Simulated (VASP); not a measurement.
# AlN (P6_3mc) in VASP: notebook, part 2 of 2

VASP 6.6.1. The steps go on from the part before.

**5. Single point, PBE**

This run uses another cell than the first one, of 10.72 Å³/atom, 1.025 times its volume.

File INCAR:

```
SYSTEM = AlN
PREC = Accurate
ENCUT = 520
EDIFF = 1E-6
ISMEAR = 0
SIGMA = 0.05
LREAL = .False.
LASPH = .True.
NELM = 60
ALGO = Normal
ISIF = 2
LWAVE = .False.
LCHARG = .False.
GGA = PE
NBANDS = 16
```

File KPOINTS:

```
Automatic mesh
0
Gamma
  9 9 6
  0 0 0
```

File POSCAR:

```
AlN
1.0
    3.3963163242      0.0000000000      0.0000000000
   -1.6981581621      2.9412962160      0.0000000000
    0.0000000000      0.0000000000      4.2922799977
Al N
2 2
Direct
    0.3333333333      0.6666666667      0.7805460420
    0.6666666667      0.3333333333      0.2805460420
    0.3333333333      0.6666666667      0.1911594770
    0.6666666667      0.3333333333      0.6911594770
```

Potentials or basis: VASP PAW PBE potentials, release 64 (Al, N).

Started as:

```console
$ cat potpaw_PBE.64/Al/POTCAR potpaw_PBE.64/N/POTCAR > POTCAR
$ mpirun -np 1 vasp_std > vasp.out
```

OUTCAR:

```text
SYSTEM = AlN
   PREC = Accurate
   ENCUT = 520
   EDIFF = 1E-6
   ISMEAR = 0
   LREAL = .False.
   LASPH = .True.
   NELM = 60
   ISIF = 2
   GGA = PE

 ion  position               nearest neighbor table
   1  0.333  0.667  0.781-   3 1.76   4 2.00   4 2.00   4 2.00   3 2.53   2 2.91   2 2.91   2 2.91
                             2 2.91   2 2.91   2 2.91
   2  0.667  0.333  0.281-   4 1.76   3 2.00   3 2.00   3 2.00   4 2.53   1 2.91   1 2.91   1 2.91
                             1 2.91   1 2.91   1 2.91
   3  0.333  0.667  0.191-   1 1.76   2 2.00   2 2.00   2 2.00   1 2.53
   4  0.667  0.333  0.691-   2 1.76   1 2.00   1 2.00   1 2.00   2 2.53

[... 661 lines left out ...]
  -------------------------------------------------------------------------------------
  Total       -5.1576819     -5.1576819      9.4121092      0.0000000      0.0000000     -0.0000000
  in kB     -192.7215139   -192.7215139    351.6920881      0.0000000      0.0000000     -0.0000000
  external PRESSURE =     -11.2503132 kB  Pullay stress =       0.0000000 kB

 VOLUME and BASIS-vectors are now :
 -----------------------------------------------------------------------------
  energy-cutoff  :      520.00
  volume of cell :       42.88
      direct lattice vectors                 reciprocal lattice vectors
     3.396316324  0.000000000  0.000000000     0.294436650  0.169993079  0.000000000
    -1.698158162  2.941296216  0.000000000     0.000000000  0.339986158  0.000000000
     0.000000000  0.000000000  4.292279998     0.000000000  0.000000000  0.232976414

 POSITION                                       TOTAL-FORCE (eV/Angst)
 -----------------------------------------------------------------------------------
     -0.00000      1.96086      3.35032         0.000000     -0.000000     -2.452601
      1.69816      0.98043      1.20418        -0.000000      0.000000     -2.452601
     -0.00000      1.96086      0.82051         0.000000      0.000000      2.452601
      1.69816      0.98043      2.96665        -0.000000      0.000000      2.452601
 -----------------------------------------------------------------------------------
    total drift:                               -0.000000     -0.000000      0.000173

  FREE ENERGIE OF THE ION-ELECTRON SYSTEM (eV)
  ---------------------------------------------------
  free  energy   TOTEN  =       -28.7329535490 eV

  energy  without entropy=      -28.7329535490  energy(sigma->0) =      -28.73295355
```

OSZICAR:

```text
N       E                     dE             d eps       ncg     rms          rms(c)
DAV:   1     0.441810288640E+02    0.44181E+02   -0.71547E+03  1536   0.887E+02
DAV:   2    -0.300056578665E+02   -0.74187E+02   -0.67639E+02  2256   0.185E+02
DAV:   3    -0.336133137653E+02   -0.36077E+01   -0.35973E+01  1808   0.428E+01
DAV:   4    -0.336361997560E+02   -0.22886E-01   -0.22884E-01  1944   0.388E+00
DAV:   5    -0.336365341284E+02   -0.33437E-03   -0.33437E-03  1808   0.466E-01    0.121E+01
DAV:   6    -0.287660573233E+02    0.48705E+01   -0.10419E+01  1936   0.237E+01    0.408E+00
DAV:   7    -0.287610484716E+02    0.50089E-02   -0.69469E-01  1688   0.591E+00    0.291E+00
DAV:   8    -0.287395179663E+02    0.21531E-01   -0.10508E-01  1792   0.274E+00    0.722E-01
DAV:   9    -0.287323721194E+02    0.71458E-02   -0.18445E-02  1952   0.105E+00    0.272E-01
DAV:  10    -0.287329636874E+02   -0.59157E-03   -0.29359E-03  1664   0.363E-01    0.112E-01
DAV:  11    -0.287329421640E+02    0.21523E-04   -0.33269E-04  1712   0.150E-01    0.215E-02
DAV:  12    -0.287329541688E+02   -0.12005E-04   -0.26786E-05  1840   0.405E-02    0.106E-02
DAV:  13    -0.287329535490E+02    0.61984E-06   -0.41933E-06  1816   0.167E-02
   1 F= -.28732954E+02 E0= -.28732954E+02  d E =-.639611E-12
```

stdout:

```text
POSCAR found type information on POSCAR AlN
 POSCAR found :  2 types and       4 ions
 scaLAPACK will be used
 LDA part: xc-table for (Slater+PW92), standard interpolation
 POSCAR, INCAR and KPOINTS ok, starting setup
 FFT: planning ... GRIDC
 FFT: planning ... GRID_SOFT
 FFT: planning ... GRID
 WAVECAR not read
 entering main loop
```

It took 48 s on 1 thread of AMD EPYC 7R43 (Zen 3), shared host; peak memory 0.13 GiB.

What came out:

- Free energy: -28.7330 eV
- Pressure: -1.1 GPa
- Largest force: 2.453 eV/Å
- Band gap on the k mesh: 3.27 eV, direct

Forces in eV/Å, atoms in the order of the input:
```
Al   0.000  0.000 -2.453
Al   0.000  0.000 -2.453
N    0.000  0.000  2.453
N    0.000  0.000  2.453
```

Levels at points of the mesh, in eV from the valence-band top:
| k point | band 6 | band 7 | band 8 | band 9 | band 10 | band 11 |
| --- | --- | --- | --- | --- | --- | --- |
| (0.00, 0.00, 0.00) | -0.82 | -0.82 | 0.00 | 3.27 | 4.27 | 8.57 |
| (0.00, 0.00, 0.50) | -1.61 | -1.61 | -1.61 | 5.33 | 5.33 | 8.79 |

Caveat: forces of over 1 eV/Å act on the atoms, so gaps and moduli don't describe the material at rest. PBE gaps usually lie below the measured ones, often by a third to a half.

**6. Single point, PBE**

This run uses another cell than the first one, of 10.72 Å³/atom, 1.025 times its volume.

File INCAR:

```
ALGO = Normal
EDIFF = 1E-7
ENCUT = 520
GGA = PE
ISIF = 2
ISMEAR = 0
LASPH = True
LCHARG = True
LELF = True
LREAL = False
LVHAR = True
LWAVE = False
NBANDS = 16
NELM = 60
PREC = Accurate
SIGMA = 0.05
```

File KPOINTS:

```
k-points
0
Gamma
  9 9 6
```

File POSCAR:

```
AlN
1.0
    3.3963163242      0.0000000000      0.0000000000
   -1.6981581621      2.9412962160      0.0000000000
    0.0000000000      0.0000000000      4.2922799977
Al N
2 2
Direct
    0.3333333333      0.6666666667      0.7652730210
    0.6666666667      0.3333333333      0.2652730210
    0.3333333333      0.6666666667      0.2205797385
    0.6666666667      0.3333333333      0.7205797385
```

Potentials or basis: VASP PAW PBE potentials, release 64 (Al, N).

Started as:

```console
$ cat potpaw_PBE.64/Al/POTCAR potpaw_PBE.64/N/POTCAR > POTCAR
$ mpirun -np 1 vasp_std > vasp.out
```

It took 32 s on 1 thread of AMD EPYC 9R45 (Zen 5), shared host; peak memory 0.14 GiB.

The run converged. Its results:

```
Free energy            : -29.1581 eV
Pressure               : -10.8 GPa
Largest force          : 0.274 eV/Å
Band gap on the k mesh : 2.86 eV, direct
```

Forces in eV/Å, atoms in the order of the input:
```
Al   0.000  0.000 -0.274
Al   0.000  0.000 -0.274
N    0.000  0.000  0.274
N    0.000  0.000  0.274
```

Stress tensor (GPa, compression positive):
```
-15.74   0.00   0.00
  0.00 -15.74   0.00
  0.00   0.00  -1.04
```

Levels at points of the mesh, in eV from the valence-band top:
| k point | band 6 | band 7 | band 8 | band 9 | band 10 | band 11 |
| --- | --- | --- | --- | --- | --- | --- |
| (0.00, 0.00, 0.00) | -1.28 | -1.28 | 0.00 | 2.86 | 3.93 | 8.04 |
| (0.00, 0.00, 0.50) | -2.10 | -2.10 | -2.10 | 5.21 | 5.21 | 8.27 |
